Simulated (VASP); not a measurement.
Runs of VASP 6.6.1 on P. The structure is that of space group Pmna (No. 53), or close to it. The cells are those of the table. 

```csv
cell,gap on the mesh (eV),largest force (eV/Å)
"a = 3.333, b = 35.380, c = 4.632 Å, 4 atoms",(b),0.30
"a = 3.284, b = 34.857, c = 4.771 Å, 4 atoms",1.07,0.19
"a = 3.333, b = 35.380, c = 4.563 Å, 4 atoms",0.75,0.48
"a = 3.284, b = 34.857, c = 4.702 Å, 4 atoms",0.98,0.03
"a = 3.382, b = 35.903, c = 4.493 Å, 4 atoms",(a),0.73
```

Alike in all rows: task single point; level PBEsol; potentials or basis VASP PAW PBE potentials, release 64 (P); no spin polarisation; k mesh 8 × 1 × 6; cutoff (eV) 520; smearing gaussian 0.05 eV.

**Question.** Estimate the missing entries.

**Answer.** (a) 0.61; (b) 0.84.

Caveats: the PAW data sets were made with another functional, which shifts forces and pressure a little.

A k mesh can miss the band edges.
